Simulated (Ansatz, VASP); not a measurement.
One calculation of WS2, two programs

```
W S
1.0
     3.14624    0.00000   -0.07346
    -1.57312    2.72472   -0.09038
    -0.29647   -0.59230   12.69665
W S
2 4
Direct
  0.38140 0.75719 0.24551
  0.61860 0.24281 0.75449
  0.23584 0.52266 0.63076
  0.66532 0.37021 0.12169
  0.33468 0.62979 0.87831
  0.76416 0.47734 0.36924
```

Change from the starting cell: engineering shear strain xz -0.0467, engineering shear strain yz -0.0933.

Alike in both runs: functional PBEsol; k mesh 12 × 12 × 2; occupations gaussian, width 0.05 eV; no spin polarisation.

Ansatz relaxed the structure, and its values are those at the end. VASP's run is a single point on that final structure, the one shown.

```csv
,VASP,Ansatz
version,VASP 6.6.1,Ansatz 0.2.0
potentials or method,"VASP PAW PBE potentials, release 64 (W_sv, S), cutoff 520 eV","scalar-relativistic, plane waves, PAW"
valence electrons in the cell,52,52
```

|  | VASP | Ansatz | Ansatz less VASP |
| --- | --- | --- | --- |
| gap on the k mesh at the Fermi level (eV) | 1.08 | 1.07 | -0.015 |
| least direct gap on the mesh (eV) | 1.87 | 1.86 | -0.003 |
| pressure (GPa) | 0.4 | 0.3 | -0.10 |
| rms of the force components (eV/Å) | 0.008 | 0.001 | -0.0075 |

VASP's potentials were made for PBE, not for PBEsol, and Ansatz warns of the same on its side. With one functional, cell and mesh, what is left measures potentials, basis and numerics. Ansatz's warnings: stress scf threshold loose.

Spin-orbit coupling is off throughout.
